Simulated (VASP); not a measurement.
# TiSi2 (Cmcm) in VASP: settings compared

The runs below take TiSi2 through single point, with LDA, r2SCAN.

All numbers are computed with VASP 6.6.1; they aren't measurements. Logs are shortened: lines on timing, memory, paths and dates and some standing lists are left out, and cuts for length are marked.

**1. The cell of the first run**

Symmetry: Cmcm, No. 63, orthorhombic system. The conventional cell has a = 3.599 Å, b = 13.784 Å, c = 3.635 Å, α = 90.00°, β = 90.00°, γ = 90.00°. Ti (site symmetry m2m) has 10 Si at 2.63 to 2.86 Å and 6 Ti at 3.37 to 3.64 Å within 3.7 Å. Si (site symmetry m2m) has 8 Si at 2.56 to 3.21 Å and 4 Ti at 2.71 to 2.72 Å within 3.4 Å. Si (site symmetry m2m) has 6 Si at 2.43 to 3.21 Å and 6 Ti at 2.63 to 2.86 Å within 3.3 Å.

**2. Single point, LDA**

INCAR reads:

```
PREC = Accurate
ENCUT = 520
EDIFF = 1E-6
ISMEAR = -1
SIGMA = 0.05
LREAL = False
LASPH = True
NELM = 100
ALGO = Normal
ISIF = 2
LWAVE = False
LCHARG = False
NBANDS = 29
```

KPOINTS reads:

```
Automatic mesh
0
Gamma
  8 8 8
```

POSCAR reads:

```
TiSi2
1.0
    1.7997237164     -6.8918501234      0.0000000000
    1.7997237164      6.8918501234      0.0000000000
    0.0000000000      0.0000000000      3.6350970940
Ti Si
2 4
Direct
    0.1031180800      0.8968819200      0.2500000000
    0.8968819200      0.1031180800      0.7500000000
    0.7503148200      0.2496851800      0.2500000000
    0.2496851800      0.7503148200      0.7500000000
    0.4417485500      0.5582514500      0.2500000000
    0.5582514500      0.4417485500      0.7500000000
```

Potentials or basis: VASP PAW LDA potentials, release 64 (Ti_sv, Si).

The run is started by

```console
cat potpaw_LDA.64/Ti_sv/POTCAR potpaw_LDA.64/Si/POTCAR > POTCAR
mpirun -np 1 vasp_std > vasp.out
```

OUTCAR:

```text
PREC = Accurate
   ENCUT = 520
   EDIFF = 1E-6
   ISMEAR = -1
   LREAL = False
   LASPH = True
   NELM = 100
   ISIF = 2

 ion  position               nearest neighbor table
   1  0.103  0.897  0.250-   6 2.63   6 2.63   6 2.63   6 2.63   3 2.71   3 2.71   4 2.72   4 2.72
                             5 2.86   5 2.86
   2  0.897  0.103  0.750-   5 2.63   5 2.63   5 2.63   5 2.63   4 2.71   4 2.71   3 2.72   3 2.72
                             6 2.86   6 2.86
   3  0.750  0.250  0.250-   4 2.56   4 2.56   4 2.56   4 2.56   1 2.71   1 2.71   2 2.72   2 2.72

   4  0.250  0.750  0.750-   3 2.56   3 2.56   3 2.56   3 2.56   2 2.71   2 2.71   1 2.72   1 2.72

   5  0.442  0.558  0.250-   6 2.43   6 2.43   2 2.63   2 2.63   2 2.63   2 2.63   1 2.86   1 2.86

   6  0.558  0.442  0.750-   5 2.43   5 2.43   1 2.63   1 2.63   1 2.63   1 2.63   2 2.86   2 2.86

  LATTYP: Found a base centered orthorhombic cell.
 ALAT       =     3.5994474328
 B/A-ratio  =     3.8293934011
 C/A-ratio  =     1.0099042039

  Lattice vectors:

 A1 = (   1.7997237164,  -6.8918501234,   0.0000000000)
 A2 = (   1.7997237164,   6.8918501234,   0.0000000000)
 A3 = (   0.0000000000,   0.0000000000,   3.6350970940)

Analysis of symmetry for initial positions (statically):
=====================================================================
 Subroutine PRICEL returns:
 Original cell was already a primitive cell.

 Routine SETGRP: Setting up the symmetry group for a
 base centered orthorhombic supercell.

 Subroutine GETGRP returns: Found  8 space group operations
 (whereof  4 operations were pure point group operations)
 out of a pool of  8 trial point group operations.

The static configuration has the point symmetry C_2h.
 The point group associated with its full space group is D_2h.

Analysis of symmetry for dynamics (positions and initial velocities):
=====================================================================
 Subroutine PRICEL returns:
 Original cell was already a primitive cell.

 Routine SETGRP: Setting up the symmetry group for a
 base centered orthorhombic supercell.

 Subroutine GETGRP returns: Found  8 space group operations
 (whereof  4 operations were pure point group operations)
 out of a pool of  8 trial point group operations.

The dynamic configuration has the point symmetry C_2h.
 The point group associated with its full space group is D_2h.

 Subroutine INISYM returns: Found  8 space group operations
 (whereof  4 operations are pure point group operations),
[... 105 lines left out ...]
   LREAL  =      F    real-space projection
   EDIFFG = 0.1E-04   stopping-criterion for IOM
   NSW    =      0    number of steps for IOM
   IBRION =     -1    ionic relax: 0-MD 1-quasi-New 2-CG
   NFREE  =      0    steps in history (QN), initial steepest desc. (CG)
   ISIF   =      2    stress and relaxation
   ISYM   =      2    0-nonsym 1-usesym 2-fastsym
   POTIM  = 0.5000    time-step for ionic-motion
   TEBEG  =    0.0;   TEEND  =   0.0 temperature during run
   PSTRESS=    0.0 pullay stress
   NELECT =      40.0000    total number of electrons
   NUPDOWN=      -1.0000    fix difference up-down
   EMIN   =  10.00;   EMAX   =-10.00  energy-range for DOS
   EFERMI =   0.00;   METHOD = LEGACY
   ISMEAR =    -1;   SIGMA  =   0.05  broadening in eV -4-tet -1-fermi 0-gaus
   EFERMI_NEDOS =   21; number of points for ismear=-14 and -15
   IALGO  =     38    algorithm
   IMIX   =      4    mixing-type and parameters
     AMIX     =   0.40;   BMIX     =  1.00
     AMIX_MAG =   1.60;   BMIX_MAG =  1.00
  volume/ion in A,a.u.               =      15.03       101.42
  Fermi-wavevector in a.u.,A,eV,Ry     =   1.248530  2.359379 21.209127  1.558827
  Thomas-Fermi vector in A             =   2.382612
   LORBIT       =      0    0 simple, 1 ext, 2 COOP (PROOUT), +10 PAW based schemes
   GGA     = CA    functional components
   LHFCALC =     F    Hartree Fock is set to
   AEXX    =    0.0000 exact exchange contribution
   IVDW    =     0    specifies the selected vdW correction
   LEPSILON=     F    determine dielectric tensor
   LRPA    =     F    only Hartree local field effects (RPA)
 non-spin polarized calculation
  energy-cutoff  :      520.00
  volume of cell :       90.18
 maximum number of plane-waves:      2446
 NGX is ok and might be reduce to    54
   NGX = 27   NGY = 27   NGZ = 13

 number of electron      40.0000000 magnetization

 Free energy of the ion-electron system (eV)
  ---------------------------------------------------
  ext. energy  EPLUGINS =         0.00000000
  ---------------------------------------------------
  free energy    TOTEN  =       -44.68111816 eV

  energy without entropy =      -44.66802538  energy(sigma->0) =      -44.67457177

 E-fermi :   9.7049     XC(G=0): -11.5413

 val. band max:        9.6913761373   @ k =   0.3750   0.2500   0.1250
 cond. band min:       9.7104021527   @ k =   0.5000   0.2500   0.0000
 fundamental gap:      0.0190260154
 Fermi energy:         9.7049221500

 k-point     1 :       0.0000    0.0000    0.0000
  band No.  band energies     occupation
      1     -46.5650      2.00000
      2     -46.5575      2.00000
      3     -23.2770      2.00000
      4     -23.2524      2.00000
      5     -23.2420      2.00000
      6     -23.2365      2.00000
[... 757 lines left out ...]
     28      12.8231      0.00000
     29      13.1533      0.00000

 [... further k-points ...]

------------------------ aborting loop because EDIFF is reached ----------------------------------------

  FORCE on cell =-STRESS in cart. coord.  units (eV):
  Direction    XX          YY          ZZ          XY          YZ          ZX
  --------------------------------------------------------------------------------------
  -------------------------------------------------------------------------------------
  Total       -6.9212505     -6.1682890     -7.2768106      0.0000000     -0.0000000      0.0000000
  in kB     -122.9723515   -109.5942132   -129.2897159      0.0000000     -0.0000000      0.0000000
  external PRESSURE =    -120.6187602 kB  Pullay stress =       0.0000000 kB

 VOLUME and BASIS-vectors are now :
 -----------------------------------------------------------------------------
  energy-cutoff  :      520.00
  volume of cell :       90.18
      direct lattice vectors                 reciprocal lattice vectors
     1.799723716 -6.891850123  0.000000000     0.277820421 -0.072549459  0.000000000
     1.799723716  6.891850123  0.000000000     0.277820421  0.072549459  0.000000000
     0.000000000  0.000000000  3.635097094     0.000000000  0.000000000  0.275095816

 POSITION                                       TOTAL-FORCE (eV/Angst)
 -----------------------------------------------------------------------------------
      1.79972      5.47050      0.90877         0.000000     -0.180351     -0.000000
      1.79972     -5.47050      2.72632         0.000000      0.180351      0.000000
      1.79972     -3.45026      0.90877         0.000000      0.003569     -0.000000
      1.79972      3.45026      2.72632         0.000000     -0.003569     -0.000000
      1.79972      0.80292      0.90877         0.000000     -0.059544     -0.000000
      1.79972     -0.80292      2.72632         0.000000      0.059544     -0.000000
 -----------------------------------------------------------------------------------
    total drift:                                0.000000      0.000000      0.000000

  FREE ENERGIE OF THE ION-ELECTRON SYSTEM (eV)
  ---------------------------------------------------
  free  energy   TOTEN  =       -44.6811181595 eV

  energy  without entropy=      -44.6680253849  energy(sigma->0) =      -44.67457177
```

stdout:

```text
POSCAR found type information on POSCAR TiSi
 POSCAR found :  2 types and       6 ions
 scaLAPACK will be used
 LDA part: xc-table for (Slater(with rela. corr.)+CA(PZ))
 , standard interpolation
 POSCAR, INCAR and KPOINTS ok, starting setup
 FFT: planning ... GRIDC
 FFT: planning ... GRID_SOFT
 FFT: planning ... GRID
 WAVECAR not read
 entering main loop
```

It took 5.2 min on 1 thread of Intel Xeon Platinum 8375C at 2.90GHz (Ice Lake), shared host; peak memory 0.37 GiB.

Results:

* Free energy: -44.6811 eV
* Pressure: -12.1 GPa
* Largest force: 0.180 eV/Å
* Band gap on the k mesh: zero (bands 20 and 21 overlap by 0.95 eV)

Forces in eV/Å, atoms in the order of the input:
```
Ti   0.000 -0.180  0.000
Ti   0.000  0.180  0.000
Si   0.000  0.004  0.000
Si   0.000 -0.004  0.000
Si   0.000 -0.060  0.000
Si   0.000  0.060  0.000
```

Caveat: the cell stands under tension.

**3. Single point, r2SCAN**

This run uses another cell than the first one, of 13.33 Å³/atom.

Changes to POSCAR since step 2:

```diff
@@ -2,5 +2,5 @@
 1.0
-    1.7997237164     -6.8918501234      0.0000000000
-    1.7997237164      6.8918501234      0.0000000000
-    0.0000000000      0.0000000000      3.6350970940
+    1.7290723629     -6.6212982966      0.0000000000
+    1.7290723629      6.6212982966      0.0000000000
+    0.0000000000      0.0000000000      3.4923948962
 Ti Si
```

INCAR.step1 reads:

```
SYSTEM = TiSi2
PREC = Accurate
ENCUT = 520
ISMEAR = -1
SIGMA = 0.05
LREAL = .FALSE.
LASPH = .TRUE.
NELM = 100
NBANDS = 29
GGA = PE
ALGO = Normal
EDIFF = 1E-4
LWAVE = .TRUE.
LCHARG = .FALSE.
```

INCAR.step2 reads:

```
SYSTEM = TiSi2
PREC = Accurate
ENCUT = 520
EDIFF = 1E-6
ISMEAR = -1
SIGMA = 0.05
LREAL = .FALSE.
LASPH = .TRUE.
NELM = 100
ALGO = Normal
ISIF = 2
LWAVE = .FALSE.
LCHARG = .FALSE.
METAGGA = R2SCAN
LMIXTAU = .TRUE.
NBANDS = 29
ISTART = 1
```

KPOINTS reads:

```
Automatic mesh
0
G
  8 8 8
  0 0 0
```

Potentials or basis: VASP PAW PBE potentials, release 64 (Ti_sv, Si).

The run is started by

```console
cat potpaw_PBE.64/Ti_sv/POTCAR potpaw_PBE.64/Si/POTCAR > POTCAR
cp INCAR.step1 INCAR
mpirun -np 1 vasp_std > vasp.out
cp INCAR.step2 INCAR
mpirun -np 1 vasp_std > vasp.out
```

Run time: 29 min. Hardware: 1 thread of Intel Xeon Platinum 8375C at 2.90GHz (Ice Lake), shared host; peak memory 0.43 GiB.

It converged, with:

```
Free energy            : -64.1164 eV
Pressure               : 10.4 GPa
Largest force          : 0.266 eV/Å
Band gap on the k mesh : zero (bands 20 and 21 overlap by 1.10 eV)
```

Forces in eV/Å, atoms in the order of the input:
```
Ti   0.000  0.184  0.000
Ti   0.000 -0.184  0.000
Si   0.000 -0.015  0.000
Si   0.000  0.015  0.000
Si   0.000  0.266  0.000
Si   0.000 -0.266  0.000
```

Stress tensor (GPa, compression positive):
```
10.44  0.00  0.00
 0.00  8.85  0.00
 0.00  0.00 11.94
```

Levels at points of the mesh, in eV from the Fermi level:
```tsv
k point	band 18	band 19	band 20	band 21	band 22	band 23
(0.00, 0.00, 0.00)	-2.38	-2.22	0.48	0.90	0.99	1.21
(0.50, 0.00, 0.00)	-1.66	-0.76	-0.69	-0.63	1.51	1.81
(0.50, 0.50, 0.00)	-2.21	-1.32	0.38	0.70	0.81	1.01
(0.00, 0.00, 0.50)	-1.87	-0.07	-0.07	0.96	0.96	1.56
(0.50, 0.00, 0.50)	-3.61	-2.81	-2.81	2.07	2.07	2.32
(0.50, 0.50, 0.50)	-2.35	-1.04	-1.04	0.66	0.66	2.04
```

Caveat: the cell stands under pressure; the PAW data sets were made with another functional, which shifts forces and pressure a little.

**4. Single point, r2SCAN**

This run uses another cell than the first one, of 13.61 Å³/atom.

Changes to POSCAR since step 3:

```diff
@@ -2,5 +2,5 @@
 1.0
-    1.7290723629     -6.6212982966      0.0000000000
-    1.7290723629      6.6212982966      0.0000000000
-    0.0000000000      0.0000000000      3.4923948962
+    1.7412493300     -6.6679286942      0.0000000000
+    1.7412493300      6.6679286942      0.0000000000
+    0.0000000000      0.0000000000      3.5169900368
 Ti Si
```

INCAR.step1 reads:

```
SYSTEM = TiSi2
ALGO = Normal ; EDIFF = 1E-4
ENCUT = 520 ; GGA = PE
ISMEAR = -1 ; LASPH = .True.
LCHARG = .False. ; LREAL = .False.
LWAVE = .True. ; NBANDS = 29
NELM = 60 ; PREC = Accurate
SIGMA = 0.05
```

INCAR.step2 reads:

```
SYSTEM = TiSi2
ALGO = Normal ; EDIFF = 1E-6
ENCUT = 520 ; ISIF = 2
ISMEAR = -1 ; ISTART = 1
LASPH = .True. ; LCHARG = .True.
LELF = .True. ; LMIXTAU = .True.
LREAL = .False. ; LVHAR = .True.
LWAVE = .False. ; METAGGA = R2SCAN
NBANDS = 29 ; NELM = 60
PREC = Accurate ; SIGMA = 0.05
```

KPOINTS reads:

```
k-points
0
Gamma
  8 8 8
  0 0 0
```

The run is started by

```console
cat potpaw_PBE.64/Ti_sv/POTCAR potpaw_PBE.64/Si/POTCAR > POTCAR
cp INCAR.step1 INCAR
mpirun -np 1 vasp_std > vasp.out
cp INCAR.step2 INCAR
mpirun -np 1 vasp_std > vasp.out
```

Run time: 29 min. Hardware: 1 thread of Intel Xeon Platinum 8375C at 2.90GHz (Ice Lake), shared host; peak memory 0.44 GiB.

Results (log left out):

```
Free energy            : -64.2069 eV
Pressure               : 6.6 GPa
Largest force          : 0.170 eV/Å
Band gap on the k mesh : zero (bands 20 and 21 overlap by 1.08 eV)
```

Forces on the atoms (eV/Å):
```
Ti   0.000  0.112  0.000
Ti   0.000 -0.112  0.000
Si   0.000 -0.011  0.000
Si   0.000  0.011  0.000
Si   0.000  0.170  0.000
Si   0.000 -0.170  0.000
```

Stress tensor (GPa, compression positive):
```
6.63 0.00 0.00
0.00 5.65 0.00
0.00 0.00 7.57
```

Levels at points of the mesh, in eV from the Fermi level:
| k point | band 16 | band 17 | band 18 | band 19 | band 20 | band 21 | band 22 | band 23 | band 24 | band 25 |
| --- | --- | --- | --- | --- | --- | --- | --- | --- | --- | --- |
| (0.00, 0.00, 0.00) | -2.81 | -2.37 | -2.35 | -2.21 | 0.47 | 0.88 | 0.98 | 1.09 | 1.42 | 1.47 |
| (0.50, 0.00, 0.00) | -2.78 | -1.90 | -1.64 | -0.73 | -0.68 | -0.61 | 1.43 | 1.74 | 1.93 | 1.99 |
| (0.50, 0.50, 0.00) | -2.90 | -2.79 | -2.20 | -1.29 | 0.38 | 0.69 | 0.79 | 0.99 | 1.58 | 2.32 |
| (0.00, 0.00, 0.50) | -2.58 | -1.82 | -1.82 | -0.07 | -0.07 | 0.92 | 0.92 | 1.54 | 1.54 | 1.96 |
| (0.50, 0.00, 0.50) | -4.52 | -3.58 | -3.58 | -2.75 | -2.75 | 2.02 | 2.02 | 2.25 | 2.25 | 2.80 |
| (0.50, 0.50, 0.50) | -3.74 | -2.31 | -2.31 | -1.01 | -1.01 | 0.63 | 0.63 | 1.98 | 1.98 | 2.78 |

Caveat: the cell stands under pressure; the PAW data sets were made with another functional, which shifts forces and pressure a little.

**5. Summary**

| level | potentials or basis | cell | gap on the mesh (eV) | pressure (GPa) | largest force (eV/Å) |
| --- | --- | --- | --- | --- | --- |
| LDA | VASP PAW LDA potentials, release 64 (Ti_sv, Si) | a = 7.123, b = 7.123, c = 3.635 Å, angles 90.0, 90.0, 150.7°, 6 atoms | none | -12.1 | 0.18 |
| r2SCAN | VASP PAW PBE potentials, release 64 (Ti_sv, Si) | a = 6.843, b = 6.843, c = 3.492 Å, angles 90.0, 90.0, 150.7°, 6 atoms | none | 10.4 | 0.27 |
| r2SCAN | VASP PAW PBE potentials, release 64 (Ti_sv, Si) | a = 6.892, b = 6.892, c = 3.517 Å, angles 90.0, 90.0, 150.7°, 6 atoms | none | 6.6 | 0.17 |

Alike in all rows: task single point; no spin polarisation; k mesh 8 × 8 × 8; cutoff (eV) 520; smearing fermi-dirac 0.05 eV.

Caveats: the cell stands under pressure (at least some runs); the PAW data sets were made with another functional, which shifts forces and pressure a little (at least some runs); the cell stands under tension (at least some runs).

Total energies depend on the potentials used, so only differences within one code and one set of settings carry meaning.
